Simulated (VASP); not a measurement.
## Si: single point with PBE

Crystal: Si.

```
CELL_PARAMETERS angstrom
10.86200 0.00000 0.00000
0.00000 5.43100 0.00000
0.00000 0.00000 5.43100
ATOMIC_POSITIONS crystal
Si 0.00368 0.00442 0.00331
Si 0.12500 0.25000 0.25000
Si 0.00000 0.50000 0.50000
Si 0.12500 0.75000 0.75000
Si 0.25000 0.00000 0.50000
Si 0.37500 0.25000 0.75000
Si 0.25000 0.50000 0.00000
Si 0.37500 0.75000 0.25000
Si 0.50000 0.00000 0.00000
Si 0.62500 0.25000 0.25000
Si 0.50000 0.50000 0.50000
Si 0.62500 0.75000 0.75000
Si 0.75000 0.00000 0.50000
Si 0.87500 0.25000 0.75000
Si 0.75000 0.50000 0.00000
Si 0.87500 0.75000 0.25000
```

```
Program                : VASP 6.6.1
Task                   : single point
Functional             : PBE
Potentials or basis    : VASP PAW PBE potentials, release 64 (Si)
Cutoff                 : 500 eV
k mesh                 : 1 × 1 × 1, shifted
Occupations            : gaussian, width 0.01 eV
Spin                   : no spin polarisation
Dipole correction      : no
Further INCAR settings : ALGO = Normal; EDIFF = 1e-06; NBANDS = 46; ISYM = 0
```

| Quantity | Value |
| --- | --- |
| Pressure | 4.5 GPa |
| Largest force | 0.705 eV/Å |
| Band gap on the k mesh | 3.48 eV |

Forces on the atoms (eV/Å):
```
Si  -0.512 -0.381 -0.299
Si   0.223  0.240  0.235
Si  -0.088  0.009  0.006
Si   0.035  0.061  0.056
Si   0.022 -0.017  0.007
Si   0.003  0.002  0.000
Si   0.022  0.012 -0.011
Si   0.003  0.002  0.000
Si   0.008 -0.008 -0.006
Si   0.003  0.007  0.007
Si   0.002 -0.002 -0.001
Si   0.002  0.007  0.006
Si   0.021 -0.022  0.014
Si   0.107 -0.039  0.078
Si   0.021  0.016 -0.018
Si   0.129  0.113 -0.074
```

Stress tensor (GPa, compression positive):
```
4.72 0.12 0.16
0.12 4.43 0.16
0.16 0.16 4.43
```

Levels at points of the mesh, in eV from the valence-band top:
| k point | band 30 | band 31 | band 32 | band 33 | band 34 | band 35 |
| --- | --- | --- | --- | --- | --- | --- |
| (0.50, 0.50, 0.50) | -0.07 | -0.06 | 0.00 | 3.48 | 3.51 | 3.52 |

Run time: 25 s on 1 thread of Intel Xeon 6975P-C, with other jobs on the host, peak memory 0.31 GiB.

Caveat: the k points lie up to 1.16 Å⁻¹ apart. A k mesh can miss the band edges.
